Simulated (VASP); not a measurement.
A run of VASP 6.6.1 is set up as follows.

INCAR

```
PREC = Accurate ; ENCUT = 520
EDIFF = 1E-7 ; ISMEAR = 1
SIGMA = 0.05 ; LREAL = F
LASPH = T ; NELM = 80
ALGO = Normal ; ISIF = 2
LWAVE = F ; LCHARG = T
GGA = PS ; LELF = T
LVHAR = T ; NBANDS = 18
```

KPOINTS

```
regular mesh
0
Gamma
  11 11 6
```

POSCAR

```
Cu
1.0
    2.3819812020      0.0000000000      0.0000000000
   -1.1909906010      2.0628562323      0.0000000000
    0.0000000000      0.0000000000      3.9218966894
Cu
2
Direct
    0.3333333333      0.6666666667      0.2500000000
    0.6666666667      0.3333333333      0.7500000000
```

Potentials or basis: VASP PAW PBE potentials, release 64 (Cu).

Run with:

```console
$ cat potpaw_PBE.64/Cu/POTCAR > POTCAR
$ mpirun -np 1 vasp_std > vasp.out
```

**Question.** What does it give for the band gap on the k mesh?

**Answer.** Zero (band 11 reaches 14.09 eV, above the bottom of band 12 at 7.93 eV).

**Question.** Estimate the pressure.

**Answer.** 40.8 GPa.

Caveat: the PAW data sets were made with another functional, which shifts forces and pressure a little.
